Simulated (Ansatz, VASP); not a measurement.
One calculation of Sr, two programs

The input INCAR:

```
SYSTEM = Sr
  PREC = Accurate
  ENCUT = 500
  EDIFF = 1E-6
  ISMEAR = 0
  SIGMA = 0.01
  LREAL = .False.
  LASPH = .True.
  NELM = 120
  ALGO = Normal
  ISIF = 2
  LWAVE = .False.
  LCHARG = .True.
  LELF = .True.
  LVHAR = .True.
  NBANDS = 11
  GGA_COMPAT = .False.
```

Contents of KPOINTS:

```
regular mesh
0
Gamma
  9 9 9
  0 0 0
```

POSCAR

```
Sr
1.0
    0.0000000000      2.9028949114      2.9028949114
    2.9028949114      0.0000000000      2.9028949114
    2.9028949114      2.9028949114      0.0000000000
Sr
1
Direct
    0.0000000000      0.0000000000      0.0000000000
```

Input for Ansatz:

```yaml
crystal:
  lattice:
    - [0.0, 2.9028949114, 2.9028949114]
    - [2.9028949114, 0.0, 2.9028949114]
    - [2.9028949114, 2.9028949114, 0.0]
  atoms:
    - { symbol: Sr, position: [0.0, 0.0, 0.0] }
hamiltonian:
  xc: lda
  pseudopotentials:
    kind: paw
    azcp:
      Sr: "pseudopotentials/Sr.paw.azcp"
basis:
  ecutwfc: 420
  fft_grid_basis: typed
kpoints:
  mp_grid: { grid: [9, 9, 9], shift: [0, 0, 0] }
magnetization:
  spin_polarized: false
scf:
  occupations: { method: gaussian, width: 0.01 }
  lower_state_search: "off"
output:
  stress: true
  write_density: true
  write_potential: true
  elf: true
  volumetric_format: npy
```

Alike in both runs: task single point; functional LDA; k mesh 9 × 9 × 9; occupations gaussian, width 0.01 eV; no spin polarisation.

|  | VASP | Ansatz |
| --- | --- | --- |
| version | VASP 6.6.1 | Ansatz 0.2.0 |
| potentials or method | VASP PAW LDA potentials, release 64 (Sr_sv), cutoff 500 eV | plane waves (420 eV) with PAW, scalar-relativistic |
| valence electrons in the cell | 10 | 10 |

|  | VASP | Ansatz | Ansatz less VASP |
| --- | --- | --- | --- |
| gap on the k mesh at the Fermi level (eV) | 0.18 | 0.18 | -0.002 |
| pressure (GPa) | 0.0 | 0.0 | 0.00 |

Ansatz warns that its potentials were made for another functional, while VASP's fit it. LDA's correlation is that of Perdew and Zunger in VASP and of Perdew and Wang (1992) in Ansatz.
